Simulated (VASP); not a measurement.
# Pt (Im-3m) in VASP: a series of runs

The runs below take Pt through single point, relaxation of cell and atoms, with PBEsol.

Everything below comes from runs of VASP 6.6.1. Logs are shortened: lines on timing, memory, paths and dates and some standing lists are left out, and cuts for length are marked.

## Step 1: The cell of the first run

The structure is cubic, space group Im-3m (No. 229). Conventional cell: a = 3.086 Å, b = 3.086 Å, c = 3.086 Å, α = 90.00°, β = 90.00°, γ = 90.00°. Pt (site symmetry m-3m) has 14 Pt at 2.67 to 3.09 Å within 3.5 Å.

## Step 2: Single point, PBEsol

The input, INCAR:

```
ALGO = Fast
EDIFF = 1E-6
ENCUT = 520
GGA = PS
ISIF = 2
ISMEAR = -1
LASPH = T
LCHARG = T
LELF = T
LREAL = F
LVHAR = T
LWAVE = F
NBANDS = 11
NELM = 100
PREC = Accurate
SIGMA = 0.05
```

The input, KPOINTS:

```
k-points
0
Gamma
  12 12 12
```

The input, POSCAR:

```
Pt
1.0
   -1.5431487179      1.5431487179      1.5431487179
    1.5431487179     -1.5431487179      1.5431487179
    1.5431487179      1.5431487179     -1.5431487179
Pt
1
Direct
    0.0000000000      0.0000000000      0.0000000000
```

Potentials or basis: VASP PAW PBE potentials, release 64 (Pt).

Launch:

```bash
$ cat potpaw_PBE.64/Pt/POTCAR > POTCAR
$ mpirun -np 1 vasp_std > vasp.out
```

OUTCAR:

```text
EDIFF = 1E-6
   ENCUT = 520
   GGA = PS
   ISIF = 2
   ISMEAR = -1
   LASPH = T
   LREAL = F
   NELM = 100
   PREC = Accurate

 ion  position               nearest neighbor table
   1  0.000  0.000  0.000-

  LATTYP: Found a body centered cubic cell.
 ALAT       =     3.0862974358

  Lattice vectors:

 A1 = (  -1.5431487179,   1.5431487179,   1.5431487179)
 A2 = (   1.5431487179,  -1.5431487179,   1.5431487179)
 A3 = (   1.5431487179,   1.5431487179,  -1.5431487179)

Analysis of symmetry for initial positions (statically):
=====================================================================
 Subroutine PRICEL returns:
 Original cell was already a primitive cell.

 Routine SETGRP: Setting up the symmetry group for a
 body centered cubic supercell.

 Subroutine GETGRP returns: Found 48 space group operations
[... 9 lines left out ...]

 Routine SETGRP: Setting up the symmetry group for a
 body centered cubic supercell.

 Subroutine GETGRP returns: Found 48 space group operations
[... 11 lines left out ...]
                                     Primitive cell

  volume of cell :      14.6988

  direct lattice vectors                    reciprocal lattice vectors
    -1.543148718  1.543148718  1.543148718     0.000000000  0.324012841  0.324012841
     1.543148718 -1.543148718  1.543148718     0.324012841  0.000000000  0.324012841
     1.543148718  1.543148718 -1.543148718     0.324012841  0.324012841  0.000000000

  length of vectors
     2.672811983  2.672811983  2.672811983     0.458223354  0.458223354  0.458223354

  position of ions in fractional coordinates (direct lattice)
     0.000000000  0.000000000  0.000000000

  ion indices of the primitive-cell ions
   primitive index   ion index
                 1           1

----------------------------------------------------------------------------------------

 KPOINTS: k-points

Automatic generation of k-mesh.
 Grid dimensions read from file:
 generate k-points for:   12   12   12

 Generating k-lattice:

  Cartesian coordinates                     Fractional coordinates (reciprocal lattice)
     0.000000000  0.027001070  0.027001070     0.083333333  0.000000000  0.000000000
     0.027001070  0.000000000  0.027001070     0.000000000  0.083333333  0.000000000
     0.027001070  0.027001070  0.000000000     0.000000000  0.000000000  0.083333333

  Length of vectors
     0.038185279  0.038185279  0.038185279

  Shift w.r.t. Gamma in fractional coordinates (k-lattice)
     0.000000000  0.000000000  0.000000000

 Subroutine IBZKPT returns following result:
 ===========================================

 Found     72 irreducible k-points:

 Following reciprocal coordinates:
            Coordinates               Weight
  0.000000  0.000000  0.000000      1.000000
  0.083333  0.000000  0.000000     12.000000
  0.166667  0.000000  0.000000     12.000000
  0.250000  0.000000  0.000000     12.000000
  0.333333  0.000000  0.000000     12.000000
  0.416667  0.000000  0.000000     12.000000
[... 16 lines left out ...]
  0.333333  0.083333  0.083333     24.000000
  0.416667  0.083333  0.083333     12.000000
 [... further k-points ...]
   k-points           NKPTS =     72   k-points in BZ     NKDIM =     72   number of bands    NBANDS=     11
   number of dos      NEDOS =    301   number of ions     NIONS =      1
   total plane-waves  NPLWV =   8000
   dimension x,y,z NGX =    20 NGY =   20 NGZ =   20
   dimension x,y,z NGXF=    40 NGYF=   40 NGZF=   40
   ions per type =               1
   NGX,Y,Z   is equivalent  to a cutoff of  12.44, 12.44, 12.44 a.u.
   NGXF,Y,Z  is equivalent  to a cutoff of  24.88, 24.88, 24.88 a.u.
 SYSTEM =  unknown system
   PREC   = accura    normal or accurate (medium, high low for compatibility)
   ISTART =      0    job   : 0-new  1-cont  2-samecut
   ICHARG =      2    charge: 1-file 2-atom 10-const
   ISPIN  =      1    spin polarized calculation?
   LNONCOLLINEAR =      F non collinear calculations
   LSORBIT =      F    spin-orbit coupling
   LASPH  =      T    aspherical Exc in radial PAW
   ENCUT  =  520.0 eV  38.22 Ry    6.18 a.u.   4.97  4.97  4.97*2*pi/ulx,y,z
   NELM   =    100;   NELMIN=  2; NELMDL= -5     # of ELM steps
   EDIFF  = 0.1E-05   stopping-criterion for ELM
   LREAL  =      F    real-space projection
   EDIFFG = 0.1E-04   stopping-criterion for IOM
   NSW    =      0    number of steps for IOM
   IBRION =     -1    ionic relax: 0-MD 1-quasi-New 2-CG
   NFREE  =      0    steps in history (QN), initial steepest desc. (CG)
   ISIF   =      2    stress and relaxation
   ISYM   =      2    0-nonsym 1-usesym 2-fastsym
   POTIM  = 0.5000    time-step for ionic-motion
   TEBEG  =    0.0;   TEEND  =   0.0 temperature during run
   PSTRESS=    0.0 pullay stress
   NELECT =      10.0000    total number of electrons
   NUPDOWN=      -1.0000    fix difference up-down
   EMIN   =  10.00;   EMAX   =-10.00  energy-range for DOS
   EFERMI =   0.00;   METHOD = LEGACY
[... 105 lines left out ...]
      8      26.0675      0.00000
      9      31.0104      0.00000
     10      34.4372      0.00000
     11      35.7582      0.00000

 k-point     6 :       0.4167    0.0000    0.0000
  band No.  band energies     occupation
      1       4.0661      2.00000
      2       5.9494      2.00000
      3       9.7307      2.00000
      4      10.4461      2.00000
      5      10.5932      2.00000
      6      12.0734      0.00000
      7      19.8506      0.00000
      8      24.9763      0.00000
      9      28.6801      0.00000
     10      36.0361      0.00000
     11      36.5667      0.00000

 k-point     7 :       0.5000    0.0000    0.0000
  band No.  band energies     occupation
      1       4.0385      2.00000
      2       5.8560      2.00000
      3      10.0607      2.00000
      4      10.6390      1.99999
      5      11.3255      0.49175
      6      12.5785      0.00000
      7      18.2675      0.00000
      8      24.5827      0.00000
      9      27.7834      0.00000
     10      35.7513      0.00000
     11      37.5106      0.00000

 k-point     8 :       0.0833    0.0833    0.0000
  band No.  band energies     occupation
      1       1.8963      2.00000
      2       7.1891      2.00000
      3       7.3050      2.00000
      4       8.2493      2.00000
      5       9.8425      2.00000
      6      10.3136      2.00000
      7      28.6909      0.00000
      8      29.1557      0.00000
      9      29.3874      0.00000
     10      34.3442      0.00000
     11      36.3611      0.00000
[... 141 lines left out ...]
 k-point    19 :       0.3333    0.3333    0.0000
  band No.  band energies     occupation
      1       5.4110      2.00000
      2       6.9769      2.00000
      3       6.9769      2.00000
      4      10.5227      2.00000
      5      10.5228      2.00000
      6      17.2733      0.00000
      7      19.4914      0.00000
      8      19.4914      0.00000
      9      28.4120      0.00000
     10      34.1374      0.00000
     11      34.1374      0.00000

 k-point    20 :       0.0833    0.0833    0.0833
  band No.  band energies     occupation
      1       2.6831      2.00000
      2       6.9228      2.00000
      3       6.9228      2.00000
      4       9.2548      2.00000
      5      10.0749      2.00000
      6      10.0749      2.00000
      7      28.6637      0.00000
      8      28.6637      0.00000
      9      29.6857      0.00000
     10      31.8275      0.00000
     11      36.8454      0.00000

 k-point    21 :       0.1667    0.0833    0.0833
  band No.  band energies     occupation
      1       3.7754      2.00000
      2       6.5061      2.00000
      3       6.7801      2.00000
      4       9.9720      2.00000
      5      10.3038      2.00000
      6      10.6309      1.99999
      7      26.5385      0.00000
      8      27.4411      0.00000
      9      29.0381      0.00000
     10      31.0179      0.00000
     11      38.0761      0.00000

 k-point    22 :       0.2500    0.0833    0.0833
  band No.  band energies     occupation
      1       4.5319      2.00000
      2       6.1596      2.00000
      3       7.3137      2.00000
      4      10.0561      2.00000
      5      10.4879      2.00000
      6      12.2579      0.00000
      7      22.8504      0.00000
      8      26.0183      0.00000
      9      27.6671      0.00000
     10      32.9950      0.00000
     11      38.6391      0.00000

 k-point    23 :       0.3333    0.0833    0.0833
  band No.  band energies     occupation
      1       4.6063      2.00000
      2       5.9355      2.00000
      3       8.6617      2.00000
      4      10.1868      2.00000
      5      10.6131      2.00000
      6      13.8971      0.00000
      7      19.5487      0.00000
      8      24.9998      0.00000
      9      26.4393      0.00000
     10      35.1327      0.00000
     11      36.9858      0.00000

 k-point    24 :       0.4167    0.0833    0.0833
  band No.  band energies     occupation
      1       4.5611      2.00000
      2       5.8583      2.00000
      3       9.4687      2.00000
      4      10.2147      2.00000
      5      10.6589      1.99999
      6      14.9090      0.00000
      7      17.8308      0.00000
      8      24.6355      0.00000
      9      25.8880      0.00000
     10      36.2456      0.00000
     11      36.3747      0.00000

 [... further k-points ...]
[... 5 lines left out ...]
  --------------------------------------------------------------------------------------
  -------------------------------------------------------------------------------------
  Total        0.8868597      0.8868597      0.8868597      0.0000000     -0.0000000      0.0000000
  in kB       96.6678734     96.6678734     96.6678734      0.0000000     -0.0000000      0.0000000
  external PRESSURE =      96.6678734 kB  Pullay stress =       0.0000000 kB

 VOLUME and BASIS-vectors are now :
 -----------------------------------------------------------------------------
  energy-cutoff  :      520.00
  volume of cell :       14.70
      direct lattice vectors                 reciprocal lattice vectors
    -1.543148718  1.543148718  1.543148718     0.000000000  0.324012841  0.324012841
     1.543148718 -1.543148718  1.543148718     0.324012841  0.000000000  0.324012841
     1.543148718  1.543148718 -1.543148718     0.324012841  0.324012841  0.000000000

 POSITION                                       TOTAL-FORCE (eV/Angst)
 -----------------------------------------------------------------------------------
      0.00000      0.00000      0.00000         0.000000      0.000000     -0.000000
 -----------------------------------------------------------------------------------
    total drift:                                0.000000     -0.000000      0.000000

  FREE ENERGIE OF THE ION-ELECTRON SYSTEM (eV)
  ---------------------------------------------------
  free  energy   TOTEN  =        -6.8552353600 eV

  energy  without entropy=       -6.8498021736  energy(sigma->0) =       -6.85251877
```

It took 8.7 s on 1 thread of Intel Xeon 6975P-C, shared host; peak memory 0.13 GiB.

What came out:

```
Free energy            : -6.8552 eV
Pressure               : 9.7 GPa
Band gap on the k mesh : zero (band 5 reaches 12.54 eV, above the bottom of band 6 at 10.07 eV)
```

Caveat: the PAW data sets were made with another functional, which shifts forces and pressure a little; spin-orbit coupling is left out, which moves the levels of the heavy elements.

## Step 3: Single point, PBEsol

This run uses another cell than the first one, of 14.29 Å³/atom, 0.972 times its volume.

The input, INCAR:

```
SYSTEM = Pt
ALGO     = Normal         ! electronic algorithm
EDIFF    = 1E-7           ! SCF threshold, eV
ENCUT    = 520            ! plane-wave cutoff, eV
GGA      = PS             ! functional
ISIF     = 2              ! what is computed and relaxed
ISMEAR   = -1             ! smearing method
LASPH    = .TRUE.         ! aspherical terms in the spheres
LCHARG   = .FALSE.        ! write CHGCAR
LREAL    = .FALSE.        ! projectors in reciprocal space
LWAVE    = .FALSE.        ! write WAVECAR
NBANDS   = 11             ! bands
NELM     = 80             ! most SCF steps
PREC     = Accurate       ! precision mode
SIGMA    = 0.05           ! smearing width, eV
```

The input, KPOINTS:

```
k-points
0
G
  12 12 12
  0 0 0
```

The input, POSCAR:

```
Pt
1.0
   -1.5285829601      1.5285829601      1.5285829601
    1.5285829601     -1.5285829601      1.5285829601
    1.5285829601      1.5285829601     -1.5285829601
Pt
1
Direct
    0.0000000000      0.0000000000      0.0000000000
```

Potentials or basis: VASP PAW PBE potentials, release 64 (Pt).

Launch:

```bash
$ cat potpaw_PBE.64/Pt/POTCAR > POTCAR
$ mpirun -np 1 vasp_std > vasp.out
```

Wall time 8.9 s (1 thread of Intel Xeon 6975P-C, shared host); peak memory 0.13 GiB.

Results (log left out):

```
Free energy            : -6.8175 eV
Pressure               : 19.7 GPa
Band gap on the k mesh : zero (band 5 reaches 13.16 eV, above the bottom of band 6 at 10.56 eV)
```

Levels at points of the mesh, in eV from the Fermi level:
| k point | band 2 | band 3 | band 4 | band 5 | band 6 | band 7 | band 8 | band 9 |
| --- | --- | --- | --- | --- | --- | --- | --- | --- |
| (0.00, 0.00, 0.00) | -3.97 | -3.97 | -3.97 | -1.06 | -1.06 | 17.11 | 17.11 | 17.11 |
| (0.50, 0.00, 0.00) | -5.65 | -1.25 | -0.65 | -0.02 | 1.39 | 7.28 | 13.31 | 16.78 |
| (0.50, 0.50, 0.50) | -7.05 | 0.76 | 0.76 | 0.76 | 7.94 | 7.94 | 7.94 | 14.35 |

Caveat: the PAW data sets were made with another functional, which shifts forces and pressure a little; spin-orbit coupling is left out, which moves the levels of the heavy elements.

## Step 4: Single point, PBEsol

This run uses another cell than the first one, of 15.19 Å³/atom, 1.034 times its volume.

The input, INCAR:

```
PREC = Accurate
ENCUT = 520
EDIFF = 1E-7
ISMEAR = -1
SIGMA = 0.05
LREAL = False
LASPH = True
NELM = 80
ALGO = Normal
ISIF = 2
LWAVE = False
LCHARG = False
GGA = PS
NBANDS = 11
```

The input, KPOINTS:

```
regular mesh
0
Gamma
  12 12 12
```

The input, POSCAR:

```
Pt
1.0
   -1.5602942147      1.5602942147      1.5602942147
    1.5602942147     -1.5602942147      1.5602942147
    1.5602942147      1.5602942147     -1.5602942147
Pt
1
Direct
    0.0000000000      0.0000000000      0.0000000000
```

Launch:

```bash
$ cat potpaw_PBE.64/Pt/POTCAR > POTCAR
$ mpirun -np 1 vasp_std > vasp.out
```

Wall time 8.6 s (1 thread of Intel Xeon 6975P-C, shared host); peak memory 0.13 GiB.

It converged, with:

- Free energy: -6.8695 eV
- Pressure: -0.4 GPa
- Band gap on the k mesh: zero (band 5 reaches 11.83 eV, above the bottom of band 6 at 9.52 eV)

Levels at points of the mesh, in eV from the Fermi level:
```csv
k point,band 3,band 4,band 5,band 6,band 7,band 8
"(0.00, 0.00, 0.00)",-3.63,-3.63,-0.96,-0.96,17.15,17.15
"(0.50, 0.00, 0.00)",-1.16,-0.61,0.15,1.22,6.68,13.31
"(0.50, 0.50, 0.50)",0.66,0.66,0.66,7.77,7.77,7.77
```

Caveat: the PAW data sets were made with another functional, which shifts forces and pressure a little; spin-orbit coupling is left out, which moves the levels of the heavy elements.

## Step 5: Single point, PBEsol

This run uses another cell than the first one, of 15.09 Å³/atom, 1.026 times its volume.

The input, INCAR:

```
SYSTEM = Pt
  PREC = Accurate
  ENCUT = 520
  EDIFF = 1E-6
  ISMEAR = -1
  SIGMA = 0.05
  LREAL = .FALSE.
  LASPH = .TRUE.
  NELM = 60
  ALGO = Normal
  ISIF = 2
  LWAVE = .FALSE.
  LCHARG = .TRUE.
  GGA = PS
  LELF = .TRUE.
  LVHAR = .TRUE.
  NBANDS = 11
```

The input, KPOINTS:

```
regular mesh
0
G
  12 12 12
  0 0 0
```

The input, POSCAR:

```
Pt
1.0
   -1.5566176787      1.5566176787      1.5566176787
    1.5566176787     -1.5566176787      1.5566176787
    1.5566176787      1.5566176787     -1.5566176787
Pt
1
Direct
    0.0000000000      0.0000000000      0.0000000000
```

Launch:

```bash
$ cat potpaw_PBE.64/Pt/POTCAR > POTCAR
$ mpirun -np 1 vasp_std > vasp.out
```

It took 10 s on 1 thread of Intel Xeon 6975P-C, shared host; peak memory 0.13 GiB.

The run converged. Its results:

```yaml
Free_energy: -6.8690 eV
Pressure: 1.6 GPa
Band_gap_on_the_k_mesh: zero (band 5 reaches 11.98 eV, above the bottom of band 6 at 9.64 eV)
```

Levels at points of the mesh, in eV from the Fermi level:
| k point | band 2 | band 3 | band 4 | band 5 | band 6 | band 7 | band 8 | band 9 |
| --- | --- | --- | --- | --- | --- | --- | --- | --- |
| (0.00, 0.00, 0.00) | -3.66 | -3.66 | -3.66 | -0.98 | -0.98 | 17.14 | 17.14 | 17.14 |
| (0.50, 0.00, 0.00) | -5.20 | -1.17 | -0.61 | 0.13 | 1.24 | 6.75 | 13.31 | 16.28 |
| (0.50, 0.50, 0.50) | -6.47 | 0.67 | 0.67 | 0.67 | 7.79 | 7.79 | 7.79 | 13.48 |

Caveat: the PAW data sets were made with another functional, which shifts forces and pressure a little; spin-orbit coupling is left out, which moves the levels of the heavy elements.

## Step 6: Relaxation of cell and atoms, PBEsol, target pressure 5 GPa, at which the enthalpy is minimised

This run uses another cell than the first one, of 15.90 Å³/atom, 1.082 times its volume.

The input, INCAR:

```
SYSTEM = Pt
PREC = Accurate
ENCUT = 600
EDIFF = 1E-6
ISMEAR = -1
SIGMA = 0.05
LREAL = .False.
LASPH = .True.
NELM = 100
ALGO = Fast
ISIF = 3
LWAVE = .False.
LCHARG = .False.
GGA = PS
IBRION = 2
NSW = 60
EDIFFG = -0.01
PSTRESS = 50.0
```

The input, KPOINTS:

```
regular mesh
0
Gamma
  12 12 12
  0 0 0
```

The input, POSCAR:

```
Pt
1.0
   -1.5842200000      1.5842200000      1.5842200000
    1.5842200000     -1.5842200000      1.5842200000
    1.5842200000      1.5842200000     -1.5842200000
Pt
1
Direct
    0.0000000000      0.0000000000      0.0000000000
```

Potentials or basis: VASP PAW PBE potentials, release 64 (Pt).

Launch:

```bash
$ cat potpaw_PBE.64/Pt/POTCAR > POTCAR
$ mpirun -np 1 vasp_std > vasp.out
```

It took 39 s on 1 thread of Intel Xeon 6975P-C, shared host; peak memory 0.16 GiB.

It converged, with:

```yaml
Free_energy: -6.8657 eV
Relaxed_volume: 14.92 Å³/atom
Relaxed_cell: a = 2.686 Å, b = 2.686 Å, c = 2.686 Å, α = 109.47°, β = 109.47°, γ = 109.47°
Space_group_after_relaxing_to_0.05_Å: Im-3m (No. 229)
Energy_change_on_relaxing_the_enthalpy_is_what_falls: -23.3 meV/atom
Ionic_steps: 5
Pressure_after_relaxing: 5.0 GPa
Band_gap_on_the_k_mesh: zero (band 5 reaches 12.21 eV, above the bottom of band 6 at 9.82 eV)
```

Step by step:
| step | energy change (eV) | largest force (eV/Å) | pressure (GPa) | volume (Å³) |
| --- | --- | --- | --- | --- |
| 1 | 0.0000 | 0.0000 | -11.46 | 15.90 |
| 2 | 0.6302 | 0.0000 | 94.25 | 12.43 |
| 3 | -0.0251 | 0.0000 | 3.72 | 14.99 |
| 4 | -0.0239 | 0.0000 | 4.62 | 14.94 |
| 5 | -0.0233 | 0.0000 | 5.01 | 14.92 |

Final structure:
```yaml
crystal:
  lattice:
    - [-1.55094, 1.55094, 1.55094]
    - [1.55094, -1.55094, 1.55094]
    - [1.55094, 1.55094, -1.55094]
  atoms:
    - { symbol: Pt, position: [0.00000, 0.00000, 0.00000] }
```

Levels at points of the mesh, in eV from the Fermi level:
```
           k point  band 2  band 3  band 4  band 5  band 6  band 7  band 8  band 9
(0.00, 0.00, 0.00)   -3.73   -3.73   -3.73   -0.99   -0.99   17.14   17.14   17.14
(0.50, 0.00, 0.00)   -5.29   -1.18   -0.62    0.10    1.27    6.85   13.31   16.38
(0.50, 0.50, 0.50)   -6.58    0.68    0.68    0.68    7.82    7.82    7.82   13.65
```

Caveat: the cell is relaxed towards a set pressure, so the enthalpy falls and the energy may rise; the PAW data sets were made with another functional, which shifts forces and pressure a little; spin-orbit coupling is left out, which moves the levels of the heavy elements.

## Step 7: The runs side by side

| task | cell | cutoff (eV) | gap on the mesh (eV) | pressure (GPa) |
| --- | --- | --- | --- | --- |
| single point | a = 2.673 Å, angles 109.5°, 1 atom | 520 | none | 9.7 |
| single point | a = 2.648 Å, angles 109.5°, 1 atom | 520 | none | 19.7 |
| single point | a = 2.703 Å, angles 109.5°, 1 atom | 520 | none | -0.4 |
| single point | a = 2.696 Å, angles 109.5°, 1 atom | 520 | none | 1.6 |
| relaxation of cell and atoms | relaxed to 5 GPa from a = 2.744 Å, angles 109.5°, 1 atom | 600 | none | 5.0 |

Alike in all rows: level PBEsol; potentials or basis VASP PAW PBE potentials, release 64 (Pt); no spin polarisation; k mesh 12 × 12 × 12; smearing fermi-dirac 0.05 eV.

Caveats: the PAW data sets were made with another functional, which shifts forces and pressure a little; spin-orbit coupling is left out, which moves the levels of the heavy elements; the cell is relaxed towards a set pressure, so the enthalpy falls and the energy may rise (some runs).

Absolute energies hang on the potentials; compare differences alone.
